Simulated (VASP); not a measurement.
# Sb: single point with r2SCAN

Crystal: Sb.

```
CELL_PARAMETERS angstrom
0.00000 3.47639 3.47639
3.47639 0.00000 3.47639
3.47639 3.47639 0.00000
ATOMIC_POSITIONS crystal
Sb 0.00000 0.00000 0.00000
Sb 0.25000 0.25000 0.25000
```

- Program: VASP 6.6.1
- Task: single point
- Functional: r2SCAN
- Potentials or basis: VASP PAW PBE potentials, release 64 (Sb)
- Cutoff: 520 eV
- k mesh: 6 × 6 × 6
- Occupations: fermi-dirac, width 0.1 eV
- Spin: no spin polarisation
- Dipole correction: no
- Further INCAR settings: ALGO = Normal; EDIFF = 1e-07; NBANDS = 12

* Pressure: 0.0 GPa
* Band gap on the k mesh: zero (band 5 reaches 4.36 eV, above the bottom of band 6 at 3.49 eV)

Levels at points of the mesh, in eV from the Fermi level:
```
           k point  band 2  band 3  band 4  band 5  band 6  band 7  band 8  band 9
(0.00, 0.00, 0.00)   -5.47   -2.08   -2.08   -2.08    0.38    0.38    0.38    4.14
(0.50, 0.00, 0.00)   -8.52   -2.91   -2.91   -2.41    1.50    1.50    4.14    5.85
(0.50, 0.50, 0.00)   -9.88   -3.80   -3.80   -0.58   -0.58    4.30    4.30    6.41
```

Run time: 2.6 min on 1 thread of Intel Xeon 8259CL, on a shared host, peak memory 0.25 GiB.

Caveat: the PAW data sets were made with another functional, which shifts forces and pressure a little; spin-orbit coupling is left out, which moves the levels of the heavy elements.
